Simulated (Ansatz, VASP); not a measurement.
## One calculation of LaSiO, two programs

```
La Si O
1.0
     4.20410    0.00000    0.00000
     0.00000    4.20410    0.00000
     0.00000    0.00000    3.77058
La Si O
1 1 1
Direct
  0.50000 0.50000 0.00000
  0.00000 0.00000 0.00000
  0.00000 0.00000 0.50000
```

Alike in both runs: functional PBE; k mesh 12 × 12 × 12; occupations gaussian, width 0.1 eV; no spin polarisation.

Ansatz relaxed the structure, and its values are those at the end. VASP's run is a single point on that final structure, the one shown.

|  | VASP | Ansatz |
| --- | --- | --- |
| version | VASP 6.6.1 | Ansatz 0.2.0 |
| potentials or method | VASP PAW PBE potentials, release 64 (La, Si, O), cutoff 520 eV | scalar-relativistic, plane waves, PAW |
| valence electrons in the cell | 21 | 21 |

```csv
,VASP,Ansatz,Ansatz less VASP
gap on the k mesh at the Fermi level (eV),none,none,-
pressure (GPa),0.0,0.0,+0.02
```

A gap of «none» marks a metal or a gap that the smearing closes. With one functional, cell and mesh, what is left measures potentials, basis and numerics.

Neither program's run includes spin-orbit coupling.
